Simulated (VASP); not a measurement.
Here is a VASP 6.6.1 calculation.

POSCAR

```
Na
1.0
   -2.1125000000      2.1125000000      2.1125000000
    2.1125000000     -2.1125000000      2.1125000000
    2.1125000000      2.1125000000     -2.1125000000
Na
1
Direct
    0.0000000000      0.0000000000      0.0000000000
```

Contents of INCAR.step1:

```
PREC     = Accurate       # precision mode
ENCUT    = 520            # plane-wave cutoff, eV
ISMEAR   = 0              # smearing method
SIGMA    = 1.0            # smearing width, eV
LREAL    = False          # projectors in reciprocal space
LASPH    = True           # aspherical terms in the spheres
NELM     = 80             # most SCF steps
NBANDS   = 10             # bands
GGA      = PE             # functional
ALGO     = Normal         # electronic algorithm
EDIFF    = 1E-4           # SCF threshold, eV
LWAVE    = True           # write WAVECAR
LCHARG   = False          # write CHGCAR
```

The input INCAR.step2:

```
PREC     = Accurate       # precision mode
ENCUT    = 520            # plane-wave cutoff, eV
EDIFF    = 1E-7           # SCF threshold, eV
ISMEAR   = 0              # smearing method
SIGMA    = 1.0            # smearing width, eV
LREAL    = False          # projectors in reciprocal space
LASPH    = True           # aspherical terms in the spheres
NELM     = 80             # most SCF steps
ALGO     = Normal         # electronic algorithm
ISIF     = 2              # what is computed and relaxed
LWAVE    = False          # write WAVECAR
LCHARG   = False          # write CHGCAR
METAGGA  = R2SCAN         # meta-GGA
LMIXTAU  = True         
NBANDS   = 10             # bands
ISTART   = 1
```

Contents of KPOINTS:

```
regular mesh
0
Gamma
  11 11 11
```

Potentials or basis: VASP PAW PBE potentials, release 64 (Na_pv).

The run is started by

```sh
$ cat potpaw_PBE.64/Na_pv/POTCAR > POTCAR
$ cp INCAR.step1 INCAR
$ mpirun -np 1 vasp_std > vasp.out
$ cp INCAR.step2 INCAR
$ mpirun -np 1 vasp_std > vasp.out
```

Task: Estimate the pressure.

Result: 0.3 GPa.

Caveat: the PAW data sets were made with another functional, which shifts forces and pressure a little.
